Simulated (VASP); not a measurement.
# BaTe (I4/mmm) in VASP: further runs

Runs on BaTe. Level: r2SCAN. Tasks: single point.

Program: VASP 6.6.1. These are calculated values, not measurements. Logs are shortened: lines on timing, memory, paths and dates and some standing lists are left out, and cuts for length are marked.

### 1 The cell of the first run

It takes space group I4/mmm (No. 139, tetragonal). The conventional cell has a = 5.094 Å, b = 5.094 Å, c = 6.978 Å, α = 90.00°, β = 90.00°, γ = 90.00°. Ba (site symmetry 4/mmm) has 6 Te at 3.49 to 3.60 Å within 4.6 Å. Te (site symmetry 4/mmm) has 6 Ba at 3.49 to 3.60 Å within 4.6 Å.

### 2 Single point, r2SCAN (in-plane strain +0.02)

Contents of POSCAR:

```
BaTe
1.0
    3.6018396298      3.6018396298      0.0000000000
   -3.6018396298      3.6018396298      0.0000000000
    0.0000000000      3.6018396298      3.4888407394
Ba Te
1 1
Direct
    0.0000000000      0.0000000000      0.0000000000
    0.5000000000      0.5000000000      0.0000000000
```

Contents of INCAR.step1:

```
PREC = Accurate ; ENCUT = 520
ISMEAR = 0 ; SIGMA = 0.01
LREAL = False ; LASPH = True
NELM = 100 ; NBANDS = 15
GGA = PE ; ALGO = Normal
EDIFF = 1E-4 ; LWAVE = True
LCHARG = False
```

Contents of INCAR.step2:

```
PREC = Accurate ; ENCUT = 520
EDIFF = 1E-6 ; ISMEAR = 0
SIGMA = 0.01 ; LREAL = False
LASPH = True ; NELM = 100
ALGO = Normal ; ISIF = 2
LWAVE = False ; LCHARG = False
METAGGA = R2SCAN ; LMIXTAU = True
NBANDS = 15 ; ISTART = 1
```

Contents of KPOINTS:

```
Automatic mesh
0
Gamma
  6 6 6
```

Potentials or basis: VASP PAW PBE potentials, release 64 (Ba_sv, Te).

Started as:

```console
cat potpaw_PBE.64/Ba_sv/POTCAR potpaw_PBE.64/Te/POTCAR > POTCAR
cp INCAR.step1 INCAR
mpirun -np 1 vasp_std > vasp.out
cp INCAR.step2 INCAR
mpirun -np 1 vasp_std > vasp.out
```

OUTCAR:

```text
PREC = Accurate
   ENCUT = 520
   EDIFF = 1E-6
   ISMEAR = 0
   LREAL = False
   LASPH = True
   NELM = 100
   ISIF = 2
   METAGGA = R2SCAN
   ISTART = 1

 ion  position               nearest neighbor table
   1  0.000  0.000  0.000-   2 3.49   2 3.49   2 3.60   2 3.60   2 3.60   2 3.60
   2  0.500  0.500  0.000-   1 3.49   1 3.49   1 3.60   1 3.60   1 3.60   1 3.60

  LATTYP: Found a body centered tetragonal cell.
 ALAT       =     5.0937704540
 C/A-ratio  =     1.3698460780

  Lattice vectors:

 A1 = (   3.6018396298,   0.0000000000,  -3.4888407394)
 A2 = (  -3.6018396298,   0.0000000000,  -3.4888407394)
 A3 = (   0.0000000000,   3.6018396298,   3.4888407394)

Analysis of symmetry for initial positions (statically):
=====================================================================
 Subroutine PRICEL returns:
 Original cell was already a primitive cell.

 Routine SETGRP: Setting up the symmetry group for a
 body centered tetragonal supercell.

 Subroutine GETGRP returns: Found 16 space group operations
 (whereof 16 operations were pure point group operations)
 out of a pool of 16 trial point group operations.

The static configuration has the point symmetry D_4h.

Analysis of symmetry for dynamics (positions and initial velocities):
=====================================================================
 Subroutine PRICEL returns:
 Original cell was already a primitive cell.

 Routine SETGRP: Setting up the symmetry group for a
 body centered tetragonal supercell.

 Subroutine GETGRP returns: Found 16 space group operations
 (whereof 16 operations were pure point group operations)
 out of a pool of 16 trial point group operations.

The dynamic configuration has the point symmetry D_4h.

 Subroutine INISYM returns: Found 16 space group operations
 (whereof 16 operations are pure point group operations),
 and found     1 'primitive' translations

----------------------------------------------------------------------------------------

                                     Primitive cell

  volume of cell :      90.5232

  direct lattice vectors                    reciprocal lattice vectors
     3.601839630  3.601839630  0.000000000     0.138817952  0.138817952 -0.143314080
    -3.601839630  3.601839630  0.000000000    -0.138817952  0.138817952 -0.143314080
     0.000000000  3.601839630  3.488840739     0.000000000  0.000000000  0.286628160

  length of vectors
     5.093770454  5.093770454  5.014504803     0.243063311  0.243063311  0.286628160

  position of ions in fractional coordinates (direct lattice)
     0.000000000  0.000000000  0.000000000
     0.500000000  0.500000000  0.000000000

  ion indices of the primitive-cell ions
[... 90 lines left out ...]
   ISMEAR =     0;   SIGMA  =   0.01  broadening in eV -4-tet -1-fermi 0-gaus
   EFERMI_NEDOS =   21; number of points for ismear=-14 and -15
   IALGO  =     38    algorithm
   IMIX   =      4    mixing-type and parameters
     AMIX     =   0.40;   BMIX     =  1.00
     AMIX_MAG =   1.60;   BMIX_MAG =  1.00
  volume/ion in A,a.u.               =      45.26       305.44
  Fermi-wavevector in a.u.,A,eV,Ry     =   0.918745  1.736176 11.484567  0.844092
  Thomas-Fermi vector in A             =   2.043861
   LORBIT       =      0    0 simple, 1 ext, 2 COOP (PROOUT), +10 PAW based schemes
   METAGGA = R2SCAN    functional components
   LHFCALC =     F    Hartree Fock is set to
   AEXX    =    0.0000 exact exchange contribution
   IVDW    =     0    specifies the selected vdW correction
   LEPSILON=     F    determine dielectric tensor
   LRPA    =     F    only Hartree local field effects (RPA)
 non-spin polarized calculation
 Gauss-broadening in eV      SIGMA  =   0.01
  energy-cutoff  :      520.00
  volume of cell :       90.52
 maximum number of plane-waves:      2461
 NGX is ok and might be reduce to    40
   NGX = 19   NGY = 19   NGZ = 19

 number of electron      16.0000000 magnetization

 Free energy of the ion-electron system (eV)
  ---------------------------------------------------
  ext. energy  EPLUGINS =         0.00000000
  ---------------------------------------------------
  free energy    TOTEN  =       -56.01517871 eV

  energy without entropy =      -56.01517871  energy(sigma->0) =      -56.01517871

 E-fermi :   1.8857     XC(G=0):  -8.4022

 val. band max:        1.7831509916   @ k =   0.0000   0.0000   0.0000
 cond. band min:       3.7099384441   @ k =   0.0000   0.0000   0.5000
 fundamental gap:      1.9267874525
 Fermi energy:         1.8857203944

 k-point     1 :       0.0000    0.0000    0.0000
  band No.  band energies     occupation
      1     -26.2233      2.00000
      2     -10.9402      2.00000
      3     -10.9402      2.00000
      4     -10.9381      2.00000
      5      -7.9651      2.00000
      6       1.7110      2.00000
      7       1.7110      2.00000
      8       1.7832      2.00000
      9       5.0363      0.00000
     10       5.0418      0.00000
     11       5.0418      0.00000
     12       5.2298      0.00000
     13       5.6720      0.00000
     14       5.8645      0.00000
[... 401 lines left out ...]
      2     -11.1502      2.00000
      3     -11.0317      2.00000
      4     -10.9895      2.00000
      5      -7.5454      2.00000
      6       0.2870      2.00000
      7       0.7965      2.00000
      8       0.8787      2.00000
      9       5.6653      0.00000
     10       5.7864      0.00000
     11       7.4522      0.00000
     12       7.5354      0.00000
     13       7.7141      0.00000
     14       9.2876      0.00000
     15       9.9754      0.00000

 [... further k-points ...]

------------------------ aborting loop because EDIFF is reached ----------------------------------------

  FORCE on cell =-STRESS in cart. coord.  units (eV):
  Direction    XX          YY          ZZ          XY          YZ          ZX
  --------------------------------------------------------------------------------------
  -------------------------------------------------------------------------------------
  Total       -0.6073783     -0.6073783      0.5116942      0.0000000      0.0000000     -0.0000000
  in kB      -10.7500369    -10.7500369      9.0565167      0.0000000      0.0000000     -0.0000000
  external PRESSURE =      -4.1478524 kB  Pullay stress =       0.0000000 kB

 VOLUME and BASIS-vectors are now :
 -----------------------------------------------------------------------------
  energy-cutoff  :      520.00
  volume of cell :       90.52
      direct lattice vectors                 reciprocal lattice vectors
     3.601839630  3.601839630  0.000000000     0.138817952  0.138817952 -0.143314080
    -3.601839630  3.601839630  0.000000000    -0.138817952  0.138817952 -0.143314080
     0.000000000  3.601839630  3.488840739     0.000000000  0.000000000  0.286628160

 POSITION                                       TOTAL-FORCE (eV/Angst)
 -----------------------------------------------------------------------------------
      0.00000      0.00000      0.00000         0.000000      0.000000      0.000000
      0.00000      3.60184      0.00000        -0.000000      0.000000      0.000000
 -----------------------------------------------------------------------------------
    total drift:                                0.000000     -0.000000     -0.000000

  FREE ENERGIE OF THE ION-ELECTRON SYSTEM (eV)
  ---------------------------------------------------
  free  energy   TOTEN  =       -56.0151787082 eV

  energy  without entropy=      -56.0151787082  energy(sigma->0) =      -56.01517871
```

OSZICAR.step1:

```text
N       E                     dE             d eps       ncg     rms          rms(c)
DAV:   1     0.831914246777E+02    0.83191E+02   -0.62082E+03   900   0.884E+02
DAV:   2    -0.336096069373E+01   -0.86552E+02   -0.79705E+02  1208   0.155E+02
DAV:   3    -0.858022028470E+01   -0.52193E+01   -0.51887E+01  1212   0.409E+01
DAV:   4    -0.872956435528E+01   -0.14934E+00   -0.14930E+00  1150   0.671E+00
DAV:   5    -0.873260012333E+01   -0.30358E-02   -0.30357E-02  1286   0.767E-01    0.348E+00
DAV:   6    -0.860641469348E+01    0.12619E+00   -0.14706E-01  1061   0.186E+00    0.229E+00
DAV:   7    -0.860818600594E+01   -0.17713E-02   -0.11670E-01  1104   0.186E+00    0.840E-01
DAV:   8    -0.861589737629E+01   -0.77114E-02   -0.15987E-02   949   0.843E-01    0.196E-01
DAV:   9    -0.861628583315E+01   -0.38846E-03   -0.96329E-04  1208   0.194E-01    0.685E-02
DAV:  10    -0.861652900224E+01   -0.24317E-03   -0.42222E-04   956   0.136E-01    0.220E-02
DAV:  11    -0.861654412539E+01   -0.15123E-04   -0.38842E-05   814   0.379E-02
   1 F= -.86165441E+01 E0= -.86165441E+01  d E =-.267368E-16
```

Run time: 2.3 min. Hardware: 1 thread of AMD EPYC 9R45 (Zen 5), shared host; peak memory 0.24 GiB.

Results:

| Quantity | Value |
| --- | --- |
| Free energy | -56.0152 eV |
| Pressure | -0.4 GPa |
| Band gap on the k mesh | 1.93 eV (least direct gap 2.32 eV) |

Caveat: the cell differs from its parent crystal (in-plane strain +0.02); the PAW data sets were made with another functional, which shifts forces and pressure a little; spin-orbit coupling is left out, which moves the levels of the heavy elements. A k mesh can miss the band edges.

### 3 Single point, r2SCAN (in-plane strain +0.02, then relaxed in part)

Changes to POSCAR since step 2:

```diff
@@ -4,3 +4,3 @@
    -3.6018396298      3.6018396298      0.0000000000
-    0.0000000000      3.6018396298      3.4888407394
+    0.0000000000      3.6018396298      3.5130748486
 Ba Te
```

Contents of INCAR.step1:

```
SYSTEM = BaTe
PREC = Accurate
ENCUT = 520
ISMEAR = 0
SIGMA = 0.01
LREAL = .False.
LASPH = .True.
NELM = 60
NBANDS = 15
GGA = PE
ALGO = Normal
EDIFF = 1E-4
LWAVE = .True.
LCHARG = .False.
```

Contents of INCAR.step2:

```
SYSTEM = BaTe
PREC = Accurate
ENCUT = 520
EDIFF = 1E-6
ISMEAR = 0
SIGMA = 0.01
LREAL = .False.
LASPH = .True.
NELM = 60
ALGO = Normal
ISIF = 2
LWAVE = .False.
LCHARG = .False.
METAGGA = R2SCAN
LMIXTAU = .True.
NBANDS = 15
ISTART = 1
```

Contents of KPOINTS:

```
Automatic mesh
0
Gamma
  6 6 6
  0 0 0
```

Potentials or basis: VASP PAW PBE potentials, release 64 (Ba_sv, Te).

Started as:

```console
cat potpaw_PBE.64/Ba_sv/POTCAR potpaw_PBE.64/Te/POTCAR > POTCAR
cp INCAR.step1 INCAR
mpirun -np 1 vasp_std > vasp.out
cp INCAR.step2 INCAR
mpirun -np 1 vasp_std > vasp.out
```

OUTCAR:

```text
SYSTEM = BaTe
   PREC = Accurate
   ENCUT = 520
   EDIFF = 1E-6
   ISMEAR = 0
   LREAL = .False.
   LASPH = .True.
   NELM = 60
   ISIF = 2
   METAGGA = R2SCAN
   ISTART = 1

 ion  position               nearest neighbor table
   1  0.000  0.000  0.000-   2 3.51   2 3.51   2 3.60   2 3.60   2 3.60   2 3.60
   2  0.500  0.500  0.000-   1 3.51   1 3.51   1 3.60   1 3.60   1 3.60   1 3.60

  LATTYP: Found a body centered tetragonal cell.
 ALAT       =     5.0937704540
 C/A-ratio  =     1.3793612729

  Lattice vectors:

[... 621 lines left out ...]

  FORCE on cell =-STRESS in cart. coord.  units (eV):
  Direction    XX          YY          ZZ          XY          YZ          ZX
  --------------------------------------------------------------------------------------
  -------------------------------------------------------------------------------------
  Total       -0.6444271     -0.6444271      0.1945355      0.0000000      0.0000000      0.0000000
  in kB      -11.3270867    -11.3270867      3.4193483      0.0000000      0.0000000      0.0000000
  external PRESSURE =      -6.4116083 kB  Pullay stress =       0.0000000 kB

 VOLUME and BASIS-vectors are now :
 -----------------------------------------------------------------------------
  energy-cutoff  :      520.00
  volume of cell :       91.15
      direct lattice vectors                 reciprocal lattice vectors
     3.601839630  3.601839630  0.000000000     0.138817952  0.138817952 -0.142325462
    -3.601839630  3.601839630  0.000000000    -0.138817952  0.138817952 -0.142325462
     0.000000000  3.601839630  3.513074849     0.000000000  0.000000000  0.284650924

 POSITION                                       TOTAL-FORCE (eV/Angst)
 -----------------------------------------------------------------------------------
      0.00000      0.00000      0.00000         0.000000     -0.000000      0.000000
      0.00000      3.60184      0.00000        -0.000000      0.000000      0.000000
 -----------------------------------------------------------------------------------
    total drift:                                0.000000     -0.000000     -0.000000

  FREE ENERGIE OF THE ION-ELECTRON SYSTEM (eV)
  ---------------------------------------------------
  free  energy   TOTEN  =       -56.0176236113 eV

  energy  without entropy=      -56.0176236113  energy(sigma->0) =      -56.01762361
```

OUTCAR.step1:

```text
SYSTEM = BaTe
   PREC = Accurate
   ENCUT = 520
   ISMEAR = 0
   LREAL = .False.
   LASPH = .True.
[... 655 lines left out ...]
      0.00000      0.00000      0.00000         0.000000      0.000000      0.000000
      0.00000      3.60184      0.00000        -0.000000     -0.000000      0.000000
 -----------------------------------------------------------------------------------
    total drift:                                0.000000     -0.000000     -0.000000

  FREE ENERGIE OF THE ION-ELECTRON SYSTEM (eV)
  ---------------------------------------------------
  free  energy   TOTEN  =        -8.6188215909 eV

  energy  without entropy=       -8.6188215909  energy(sigma->0) =       -8.61882159
```

OSZICAR.step1:

```text
N       E                     dE             d eps       ncg     rms          rms(c)
DAV:   1     0.836053686629E+02    0.83605E+02   -0.61686E+03   900   0.882E+02
DAV:   2    -0.329593736368E+01   -0.86901E+02   -0.80052E+02  1182   0.154E+02
DAV:   3    -0.858281073490E+01   -0.52869E+01   -0.52452E+01  1299   0.412E+01
DAV:   4    -0.873367976106E+01   -0.15087E+00   -0.15085E+00  1104   0.661E+00
DAV:   5    -0.873565065839E+01   -0.19709E-02   -0.19709E-02  1344   0.661E-01    0.345E+00
DAV:   6    -0.860819895898E+01    0.12745E+00   -0.14783E-01  1047   0.187E+00    0.226E+00
DAV:   7    -0.861023783831E+01   -0.20389E-02   -0.11637E-01  1125   0.185E+00    0.842E-01
DAV:   8    -0.861819523913E+01   -0.79574E-02   -0.16273E-02   949   0.852E-01    0.197E-01
DAV:   9    -0.861854661424E+01   -0.35138E-03   -0.95500E-04  1222   0.190E-01    0.709E-02
DAV:  10    -0.861880760811E+01   -0.26099E-03   -0.45743E-04   935   0.141E-01    0.231E-02
DAV:  11    -0.861882159092E+01   -0.13983E-04   -0.38708E-05   814   0.373E-02
   1 F= -.86188216E+01 E0= -.86188216E+01  d E =-.718194E-85
```

Wall time 2.6 min (1 thread of AMD EPYC 9R45 (Zen 5), shared host); peak memory 0.24 GiB.

Results:

```
Free energy            : -56.0176 eV
Pressure               : -0.6 GPa
Band gap on the k mesh : 1.95 eV (least direct gap 2.35 eV)
```

Caveat: the cell differs from its parent crystal (in-plane strain +0.02, then relaxed in part); the PAW data sets were made with another functional, which shifts forces and pressure a little; spin-orbit coupling is left out, which moves the levels of the heavy elements. A k mesh can miss the band edges.
